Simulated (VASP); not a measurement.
Write the native input for VASP 6.6.1 that does the following.

```yaml
Task: single point
Functional: RPBE
Potentials_or_basis: VASP PAW PBE potentials, release 64 (Cu)
Cutoff: 520 eV
k_mesh: 21 × 21 × 21
Occupations: fermi-dirac, width 0.1 eV
Spin: no spin polarisation
Dipole_correction: no
Further_INCAR_settings: ALGO = Normal; EDIFF = 1e-06; NBANDS = 12
```

The structure of Cu lies in POSCAR:

```
Cu
1.0
    2.4390957792      0.0000000000      0.0000000000
    0.0000000000      2.4390957792      0.0000000000
    0.0000000000      0.0000000000      2.4390957792
Cu
1
Direct
    0.0000000000      0.0000000000      0.0000000000
```

The input as run:

INCAR

```
  PREC = Accurate
  ENCUT = 520
  EDIFF = 1E-6
  ISMEAR = -1
  SIGMA = 0.1
  LREAL = False
  LASPH = True
  NELM = 100
  ALGO = Normal
  ISIF = 2
  LWAVE = False
  LCHARG = False
  GGA = RP
  NBANDS = 12
```

KPOINTS

```
regular mesh
0
Gamma
  21 21 21
```

Potentials or basis: VASP PAW PBE potentials, release 64 (Cu).

Run with:

```bash
$ cat potpaw_PBE.64/Cu/POTCAR > POTCAR
$ mpirun -np 1 vasp_std > vasp.out
```

It gave:

```
Pressure : 0.6 GPa
```

Caveat: the PAW data sets were made with another functional, which shifts forces and pressure a little.

It took 12 s on 1 thread of Intel(R) Xeon(R) 6975P-C (Granite Rapids), with other jobs on the host, peak memory 0.15 GiB.
